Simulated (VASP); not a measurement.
# BaTiO3 (Pm-3m) in VASP: notebook

Runs on BaTiO3. Level: PBEsol+U. Tasks: density of states.

All numbers are computed with VASP 6.6.1; they aren't measurements. Logs are shortened: lines on timing, memory, paths and dates and some standing lists are left out, and cuts for length are marked.

### 1 The cell of the first run

Symmetry: Pm-3m, No. 221, cubic system. Conventional cell: a = 4.006 Å, b = 4.006 Å, c = 4.006 Å, α = 90.00°, β = 90.00°, γ = 90.00°. Within 3.7 Å of Ba (site symmetry m-3m) lie 12 O at 2.83 Å and 8 Ti at 3.47 Å. Ti (site symmetry m-3m) has 6 O at 2.00 Å within 2.7 Å. Within 2.7 Å of O (site symmetry 4/mmm) lie 2 Ti at 2.00 Å.

### 2 Density of states, PBEsol+U

The input, POSCAR:

```
BaTiO3
1.0
    4.0060000000      0.0000000000      0.0000000000
    0.0000000000      4.0060000000      0.0000000000
    0.0000000000      0.0000000000      4.0060000000
Ba Ti O
1 1 3
Direct
    0.5000000000      0.5000000000      0.5000000000
    0.0000000000      0.0000000000      0.0000000000
    0.0000000000      0.0000000000      0.5000000000
    0.0000000000      0.5000000000      0.0000000000
    0.5000000000      0.0000000000      0.0000000000
```

The input, INCAR.step1:

```
SYSTEM = BaTiO3
PREC = Accurate ; ENCUT = 520
EDIFF = 1E-6 ; ISMEAR = -1
SIGMA = 0.05 ; LREAL = .False.
LASPH = .True. ; NELM = 150
ALGO = Normal ; ISIF = 2
LWAVE = .False. ; LCHARG = .True.
LMAXMIX = 4 ; LDAU = .True.
LDAUTYPE = 2 ; LDAUL = -1 2 -1
LDAUU = 0 2 0 ; LDAUJ = 0 0 0
LDAUPRINT = 1 ; GGA = PS
NBANDS = 28
```

The input, KPOINTS.step1:

```
regular mesh
0
Gamma
  7 7 7
  0 0 0
```

The input, INCAR.step2:

```
SYSTEM = BaTiO3
PREC = Accurate ; ENCUT = 520
EDIFF = 1E-6 ; ISMEAR = -5
SIGMA = 0.05 ; LREAL = .False.
LASPH = .True. ; NELM = 150
ALGO = Normal ; ISIF = 2
LWAVE = .False. ; LCHARG = .False.
LMAXMIX = 4 ; LDAU = .True.
LDAUTYPE = 2 ; LDAUL = -1 2 -1
LDAUU = 0 2 0 ; LDAUJ = 0 0 0
LDAUPRINT = 1 ; GGA = PS
LORBIT = 11 ; NBANDS = 28
NEDOS = 2001 ; ICHARG = 11
```

The input, KPOINTS.step2:

```
regular mesh
0
Gamma
  11 11 11
  0 0 0
```

Potentials or basis: VASP PAW PBE potentials, release 64 (Ba_sv, Ti_sv, O).

Command:

```bash
$ cat potpaw_PBE.64/Ba_sv/POTCAR potpaw_PBE.64/Ti_sv/POTCAR potpaw_PBE.64/O/POTCAR > POTCAR
$ cp INCAR.step1 INCAR
$ cp KPOINTS.step1 KPOINTS
$ mpirun -np 1 vasp_std > vasp.out
$ cp INCAR.step2 INCAR
$ cp KPOINTS.step2 KPOINTS
$ mpirun -np 1 vasp_std > vasp.out
```

OUTCAR:

```text
SYSTEM = BaTiO3
   PREC = Accurate
   ENCUT = 520
   EDIFF = 1E-6
   ISMEAR = -5
   LREAL = .False.
   LASPH = .True.
   NELM = 150
   ISIF = 2
   GGA = PS
   LORBIT = 11
   ICHARG = 11

 ion  position               nearest neighbor table
   1  0.500  0.500  0.500-   3 2.83   4 2.83   5 2.83   4 2.83   5 2.83   3 2.83   5 2.83   5 2.83
                             3 2.83   4 2.83   4 2.83   3 2.83   2 3.47   2 3.47   2 3.47   2 3.47
   2  0.000  0.000  0.000-   3 2.00   4 2.00   5 2.00   3 2.00   4 2.00   5 2.00   1 3.47   1 3.47
                             1 3.47   1 3.47   1 3.47   1 3.47   1 3.47   1 3.47
   3  0.000  0.000  0.500-   2 2.00   2 2.00   1 2.83   1 2.83   1 2.83   1 2.83
   4  0.000  0.500  0.000-   2 2.00   2 2.00   1 2.83   1 2.83   1 2.83   1 2.83
   5  0.500  0.000  0.000-   2 2.00   2 2.00   1 2.83   1 2.83   1 2.83   1 2.83

  LATTYP: Found a simple cubic cell.
 ALAT       =     4.0060000000

  Lattice vectors:

 A1 = (   4.0060000000,   0.0000000000,   0.0000000000)
 A2 = (   0.0000000000,   4.0060000000,   0.0000000000)
 A3 = (   0.0000000000,   0.0000000000,   4.0060000000)

Analysis of symmetry for initial positions (statically):
=====================================================================
 Subroutine PRICEL returns:
 Original cell was already a primitive cell.

 Routine SETGRP: Setting up the symmetry group for a
 simple cubic supercell.

 Subroutine GETGRP returns: Found 48 space group operations
 (whereof 48 operations were pure point group operations)
 out of a pool of 48 trial point group operations.

The static configuration has the point symmetry O_h .

Analysis of symmetry for dynamics (positions and initial velocities):
=====================================================================
 Subroutine PRICEL returns:
 Original cell was already a primitive cell.

 Routine SETGRP: Setting up the symmetry group for a
 simple cubic supercell.

 Subroutine GETGRP returns: Found 48 space group operations
 (whereof 48 operations were pure point group operations)
 out of a pool of 48 trial point group operations.

The dynamic configuration has the point symmetry O_h .

 Subroutine INISYM returns: Found 48 space group operations
 (whereof 48 operations are pure point group operations),
 and found     1 'primitive' translations

----------------------------------------------------------------------------------------

                                     Primitive cell

  volume of cell :      64.2884

  direct lattice vectors                    reciprocal lattice vectors
     4.006000000  0.000000000  0.000000000     0.249625562  0.000000000  0.000000000
     0.000000000  4.006000000  0.000000000     0.000000000  0.249625562  0.000000000
     0.000000000  0.000000000  4.006000000     0.000000000  0.000000000  0.249625562

  length of vectors
     4.006000000  4.006000000  4.006000000     0.249625562  0.249625562  0.249625562

  position of ions in fractional coordinates (direct lattice)
     0.500000000  0.500000000  0.500000000
     0.000000000  0.000000000  0.000000000
     0.000000000  0.000000000  0.500000000
     0.000000000  0.500000000  0.000000000
     0.500000000  0.000000000  0.000000000

  ion indices of the primitive-cell ions
   primitive index   ion index
                 1           1
                 2           2
                 3           3
                 4           4
                 5           5

----------------------------------------------------------------------------------------

 KPOINTS: regular mesh

Automatic generation of k-mesh.
 Grid dimensions read from file:
 generate k-points for:   11   11   11

 Generating k-lattice:
[... 65 lines left out ...]
   LREAL  =      F    real-space projection
   EDIFFG = 0.1E-04   stopping-criterion for IOM
   NSW    =      0    number of steps for IOM
   IBRION =     -1    ionic relax: 0-MD 1-quasi-New 2-CG
   NFREE  =      0    steps in history (QN), initial steepest desc. (CG)
   ISIF   =      2    stress and relaxation
   ISYM   =      2    0-nonsym 1-usesym 2-fastsym
   POTIM  = 0.5000    time-step for ionic-motion
   TEBEG  =    0.0;   TEEND  =   0.0 temperature during run
   PSTRESS=    0.0 pullay stress
   NELECT =      40.0000    total number of electrons
   NUPDOWN=      -1.0000    fix difference up-down
   EMIN   =  10.00;   EMAX   =-10.00  energy-range for DOS
   EFERMI =   0.00;   METHOD = LEGACY
   ISMEAR =    -5;   SIGMA  =   0.05  broadening in eV -4-tet -1-fermi 0-gaus
   EFERMI_NEDOS =   21; number of points for ismear=-14 and -15
   IALGO  =     38    algorithm
   IMIX   =      4    mixing-type and parameters
     AMIX     =   0.40;   BMIX     =  1.00
     AMIX_MAG =   1.60;   BMIX_MAG =  1.00
  volume/ion in A,a.u.               =      12.86        86.77
  Fermi-wavevector in a.u.,A,eV,Ry     =   1.397603  2.641087 26.576187  1.953295
  Thomas-Fermi vector in A             =   2.520843
   LORBIT       =     11    0 simple, 1 ext, 2 COOP (PROOUT), +10 PAW based schemes
 LDA+U is selected, type is set to LDAUTYPE =  2
   angular momentum for each species LDAUL =    -1    2   -1
   U (eV)           for each species LDAUU =   0.0  2.0  0.0
   J (eV)           for each species LDAUJ =   0.0  0.0  0.0
   GGA     = PS    functional components
   LHFCALC =     F    Hartree Fock is set to
   AEXX    =    0.0000 exact exchange contribution
   IVDW    =     0    specifies the selected vdW correction
   LEPSILON=     F    determine dielectric tensor
   LRPA    =     F    only Hartree local field effects (RPA)
 non-spin polarized calculation
 Fermi weights with tetrahedron method with Bloechl corrections
  energy-cutoff  :      520.00
  volume of cell :       64.29
 maximum number of plane-waves:      1759
 NGX is ok and might be reduce to    30

atom =   2  type =  2  l = 2

 onsite density matrix

spin component  1

  0.1148 -0.0000 -0.0000  0.0000  0.0000
 -0.0000  0.1148 -0.0000  0.0000  0.0000
 -0.0000 -0.0000  0.2418 -0.0000 -0.0000
  0.0000  0.0000 -0.0000  0.1148  0.0000
  0.0000  0.0000 -0.0000  0.0000  0.2418

spin component  2

  0.1148 -0.0000 -0.0000  0.0000  0.0000
 -0.0000  0.1148 -0.0000  0.0000  0.0000
 -0.0000 -0.0000  0.2418 -0.0000 -0.0000
  0.0000  0.0000 -0.0000  0.1148  0.0000
  0.0000  0.0000 -0.0000  0.0000  0.2418

 occupancies and eigenvectors

  o =  0.1148  v =  1.0000  0.0000  0.0000  0.0000  0.0000  0.0000  0.0000  0.0000  0.0000  0.0000      0.0000  0.0000  0.0000  0.0000  0.0000  0.0000  0.0000  0.0000  0.0000  0.0000
  o =  0.1148  v =  0.0000  0.0000  0.0000  0.0000  0.0000  1.0000  0.0000  0.0000  0.0000  0.0000      0.0000  0.0000  0.0000  0.0000  0.0000  0.0000  0.0000  0.0000  0.0000  0.0000
  o =  0.1148  v =  0.0000  0.8840 -0.0000  0.4675 -0.0000  0.0000  0.0000  0.0000  0.0000  0.0000      0.0000  0.0000  0.0000  0.0000  0.0000  0.0000  0.0000  0.0000  0.0000  0.0000
  o =  0.1148  v =  0.0000  0.0000  0.0000  0.0000  0.0000  0.0000  0.8840 -0.0000  0.4675 -0.0000      0.0000  0.0000  0.0000  0.0000  0.0000  0.0000  0.0000  0.0000  0.0000  0.0000
  o =  0.1148  v =  0.0000  0.0000  0.0000  0.0000  0.0000  0.0000 -0.4675 -0.0000  0.8840 -0.0000      0.0000  0.0000  0.0000  0.0000  0.0000  0.0000  0.0000  0.0000  0.0000  0.0000
  o =  0.1148  v =  0.0000 -0.4675 -0.0000  0.8840 -0.0000  0.0000  0.0000  0.0000  0.0000  0.0000      0.0000  0.0000  0.0000  0.0000  0.0000  0.0000  0.0000  0.0000  0.0000  0.0000
  o =  0.2418  v =  0.0000  0.0000  0.0000  0.0000  0.0000  0.0000 -0.0000 -1.0000 -0.0000 -0.0000      0.0000  0.0000  0.0000  0.0000  0.0000  0.0000  0.0000  0.0000  0.0000  0.0000
  o =  0.2418  v =  0.0000 -0.0000 -1.0000 -0.0000 -0.0000  0.0000  0.0000  0.0000  0.0000  0.0000      0.0000  0.0000  0.0000  0.0000  0.0000  0.0000  0.0000  0.0000  0.0000  0.0000
  o =  0.2418  v =  0.0000  0.0000  0.0000  0.0000  0.0000  0.0000 -0.0000  0.0000 -0.0000 -1.0000      0.0000  0.0000  0.0000  0.0000  0.0000  0.0000  0.0000  0.0000  0.0000  0.0000
  o =  0.2418  v =  0.0000 -0.0000  0.0000 -0.0000 -1.0000  0.0000  0.0000  0.0000  0.0000  0.0000      0.0000  0.0000  0.0000  0.0000  0.0000  0.0000  0.0000  0.0000  0.0000  0.0000

 number of electron      39.9999976 magnetization

 Free energy of the ion-electron system (eV)
  ---------------------------------------------------
  ext. energy  EPLUGINS =         0.00000000
  ---------------------------------------------------
  free energy    TOTEN  =       -40.60324978 eV

  energy without entropy =      -40.60324978  energy(sigma->0) =      -40.60324978

 E-fermi :   3.7422     XC(G=0): -11.5072

 val. band max:        3.7144828693   @ k =   0.4545   0.4545   0.4545
 cond. band min:       5.6540630980   @ k =   0.0000   0.0000   0.0000
 fundamental gap:      1.9395802286
 Fermi energy:         3.7422238378

 k-point     1 :       0.0000    0.0000    0.0000
  band No.  band energies     occupation
      1     -53.1862      2.00000
      2     -29.4835      2.00000
      3     -29.4835      2.00000
      4     -29.4835      2.00000
      5     -21.0270      2.00000
      6     -13.0999      2.00000
[... 733 lines left out ...]
     27      10.2305      0.00000
     28      12.0999      0.00000

 [... further k-points ...]

------------------------ aborting loop because EDIFF is reached ----------------------------------------

  FORCE on cell =-STRESS in cart. coord.  units (eV):
  Direction    XX          YY          ZZ          XY          YZ          ZX
  --------------------------------------------------------------------------------------
  -------------------------------------------------------------------------------------
  Total       -0.4863382     -0.4863382     -0.4863382     -0.0000000      0.0000000      0.0000000
  in kB      -12.1203781    -12.1203781    -12.1203781     -0.0000000      0.0000000      0.0000000
  external PRESSURE =     -12.1203781 kB  Pullay stress =       0.0000000 kB

 VOLUME and BASIS-vectors are now :
 -----------------------------------------------------------------------------
  energy-cutoff  :      520.00
  volume of cell :       64.29
      direct lattice vectors                 reciprocal lattice vectors
     4.006000000  0.000000000  0.000000000     0.249625562  0.000000000  0.000000000
     0.000000000  4.006000000  0.000000000     0.000000000  0.249625562  0.000000000
     0.000000000  0.000000000  4.006000000     0.000000000  0.000000000  0.249625562

 POSITION                                       TOTAL-FORCE (eV/Angst)
 -----------------------------------------------------------------------------------
      2.00300      2.00300      2.00300         0.000000      0.000000      0.000000
      0.00000      0.00000      0.00000         0.000000      0.000000      0.000000
      0.00000      0.00000      2.00300         0.000000      0.000000      0.000000
      0.00000      2.00300      0.00000         0.000000      0.000000      0.000000
      2.00300      0.00000      0.00000         0.000000      0.000000      0.000000
 -----------------------------------------------------------------------------------
    total drift:                                0.000000     -0.000000      0.000000

  FREE ENERGIE OF THE ION-ELECTRON SYSTEM (eV)
  ---------------------------------------------------
  free  energy   TOTEN  =       -40.6032497791 eV

  energy  without entropy=      -40.6032497791  energy(sigma->0) =      -40.60324978

 total charge

# of ion       s       p       d       tot
------------------------------------------
    1        2.003   5.634   0.338   7.975
    2        2.216   6.280   1.630  10.126
    3        1.558   3.454   0.000   5.012
    4        1.558   3.454   0.000   5.012
    5        1.558   3.454   0.000   5.012
--------------------------------------------------
tot          8.893  22.276   1.967  33.136
```

Run time: 38 s. Hardware: 1 thread of Intel Xeon 6975P-C (Granite Rapids), shared host; peak memory 0.23 GiB.

Results:

```yaml
Valence_electrons_inside_the_program's_atomic_spheres: Ba 7.97; Ti 10.13; O 5.01
```

Eigenvalues of the final occupation matrices:
| site | spin | trace | eigenvalues |
| --- | --- | --- | --- |
| site 2 d | 1 | 0.83 | 0.11 0.11 0.11 0.24 0.24 |
| site 2 d | 2 | 0.83 | 0.11 0.11 0.11 0.24 0.24 |

Caveat: the PAW data sets were made with another functional, which shifts forces and pressure a little; spin-orbit coupling is left out, which moves the levels of the heavy elements.

### 3 Density of states, PBEsol+U

POSCAR is that of step 2.

The input, INCAR.step1:

```
SYSTEM = BaTiO3
PREC     = Accurate       ! precision mode
ENCUT    = 520            ! plane-wave cutoff, eV
EDIFF    = 1E-6           ! SCF threshold, eV
ISMEAR   = -1             ! smearing method
SIGMA    = 0.05           ! smearing width, eV
LREAL    = .FALSE.        ! projectors in reciprocal space
LASPH    = .TRUE.         ! aspherical terms in the spheres
NELM     = 150            ! most SCF steps
ALGO     = Normal         ! electronic algorithm
ISIF     = 2              ! what is computed and relaxed
LWAVE    = .FALSE.        ! write WAVECAR
LCHARG   = .TRUE.         ! write CHGCAR
LMAXMIX  = 4              ! l up to which the mixer works
LDAU     = .TRUE.         ! DFT+U
LDAUTYPE = 2            
LDAUL    = -1 2 -1        ! shell
LDAUU    = 0 4 0          ! U, eV
LDAUJ    = 0 0 0        
LDAUPRINT= 1            
GGA      = PS             ! functional
NBANDS   = 28             ! bands
```

The input, KPOINTS.step1:

```
Automatic mesh
0
G
  7 7 7
  0 0 0
```

The input, INCAR.step2:

```
SYSTEM = BaTiO3
PREC     = Accurate       ! precision mode
ENCUT    = 520            ! plane-wave cutoff, eV
EDIFF    = 1E-6           ! SCF threshold, eV
ISMEAR   = -5             ! smearing method
SIGMA    = 0.05           ! smearing width, eV
LREAL    = .FALSE.        ! projectors in reciprocal space
LASPH    = .TRUE.         ! aspherical terms in the spheres
NELM     = 150            ! most SCF steps
ALGO     = Normal         ! electronic algorithm
ISIF     = 2              ! what is computed and relaxed
LWAVE    = .FALSE.        ! write WAVECAR
LCHARG   = .FALSE.        ! write CHGCAR
LMAXMIX  = 4              ! l up to which the mixer works
LDAU     = .TRUE.         ! DFT+U
LDAUTYPE = 2            
LDAUL    = -1 2 -1        ! shell
LDAUU    = 0 4 0          ! U, eV
LDAUJ    = 0 0 0        
LDAUPRINT= 1            
GGA      = PS             ! functional
LORBIT   = 11             ! projections on sites
NBANDS   = 28             ! bands
NEDOS    = 1001           ! points of the DOS
ICHARG   = 11             ! starting density
```

The input, KPOINTS.step2:

```
Automatic mesh
0
G
  11 11 11
  0 0 0
```

Potentials or basis: VASP PAW PBE potentials, release 64 (Ba_sv, Ti_sv, O).

Command:

```bash
$ cat potpaw_PBE.64/Ba_sv/POTCAR potpaw_PBE.64/Ti_sv/POTCAR potpaw_PBE.64/O/POTCAR > POTCAR
$ cp INCAR.step1 INCAR
$ cp KPOINTS.step1 KPOINTS
$ mpirun -np 1 vasp_std > vasp.out
$ cp INCAR.step2 INCAR
$ cp KPOINTS.step2 KPOINTS
$ mpirun -np 1 vasp_std > vasp.out
```

It took 40 s on 1 thread of Intel Xeon 6975P-C (Granite Rapids), shared host; peak memory 0.23 GiB.

It converged, with:

| Item | Value |
| --- | --- |
| Valence electrons inside the program's atomic spheres | Ba 7.98; Ti 10.06; O 5.02 |

Levels at points of the mesh, in eV from the valence-band top:
| k point | band 17 | band 18 | band 19 | band 20 | band 21 | band 22 | band 23 | band 24 |
| --- | --- | --- | --- | --- | --- | --- | --- | --- |
| (0.00, 0.00, 0.00) | -1.09 | -0.16 | -0.16 | -0.16 | 2.18 | 2.18 | 2.18 | 3.98 |

Eigenvalues of the final occupation matrices:
```tsv
site	spin	trace	eigenvalues
site 2 d	1	0.79	0.10 0.10 0.10 0.24 0.24
site 2 d	2	0.79	0.10 0.10 0.10 0.24 0.24
```

Caveat: the PAW data sets were made with another functional, which shifts forces and pressure a little; spin-orbit coupling is left out, which moves the levels of the heavy elements.

(Part 1 of 2 ends here.)
